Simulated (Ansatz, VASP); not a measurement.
# Two plane-wave programs on Al

Contents of INCAR:

```
SYSTEM = Al
PREC = Accurate
ENCUT = 600
EDIFF = 1E-6
ISMEAR = -1
SIGMA = 0.05
LREAL = .False.
LASPH = .True.
NELM = 80
ALGO = Normal
ISIF = 3
LWAVE = .False.
LCHARG = .False.
GGA = RP
IVDW = 12
IBRION = 2
NSW = 60
EDIFFG = -0.01
```

File KPOINTS:

```
Automatic mesh
0
Gamma
  11 12 12
  0 0 0
```

POSCAR

```
Al
1.0
   -1.5759003900      1.6569236100      1.6579838500
    1.4794763400     -1.5976414500      1.5022776300
    1.6144548200      1.6361958800     -1.5987016800
Al
1
Direct
    0.0000000000      0.0000000000      0.0000000000
```

Contents of input.yaml:

```yaml
crystal:
  lattice:
    - [-1.57590039, 1.65692361, 1.65798385]
    - [1.47947634, -1.59764145, 1.50227763]
    - [1.61445482, 1.63619588, -1.59870168]
  atoms:
    - { symbol: Al, position: [0.0, 0.0, 0.0] }
hamiltonian:
  xc: rpbe
  pseudopotentials: { kind: paw }
  dispersion: d3bj
kpoints:
  mp_grid: { grid: [11, 12, 12] }
scf:
  occupations: { method: fermi_dirac, width: 0.05 }
output:
  forces: true
  stress: true
  eigenvalues: true
relax:
  f_tol: 0.01
  max_steps: 40
  cell: { stress_tol: 0.05 }
```

Change from the starting cell: cell sheared at random, sigma 0.03, atoms nudged by 0.01 Å.

Alike in both runs: task relaxation of cell and atoms; functional RPBE; dispersion D3(BJ); k mesh 11 × 12 × 12; occupations fermi-dirac, width 0.05 eV; no spin polarisation.

|  | VASP | Ansatz |
| --- | --- | --- |
| version | VASP 6.6.1 | Ansatz 0.2.0 |
| potentials or method | VASP PAW PBE potentials, release 64 (Al) | Ansatz PAW |
| plane-wave cutoff (eV) | 600 | 420 |
| valence electrons in the cell | 3 | 3 |

```csv
,VASP,Ansatz,Ansatz less VASP
"gap on the k mesh at the Fermi level, each at its own relaxed structure (eV)",none,none,-
relaxed volume (Å³/atom),13.45,13.49,+0.034
relaxed cell length with the largest relative difference (Å),2.678,2.681,+0.0031
```

VASP's potentials were made for PBE, not for RPBE. A gap of «none» marks a metal or a gap that the smearing closes.

Noted on VASP's run: the volume moved by over 15 % at a fixed basis, so the end points are rough. Noted on Ansatz's run: the volume moved by over 15 % at a fixed basis, so the end points are rough; the plane-wave basis is chosen anew once the cell has moved, so the energies of steps on either side of that aren't comparable.
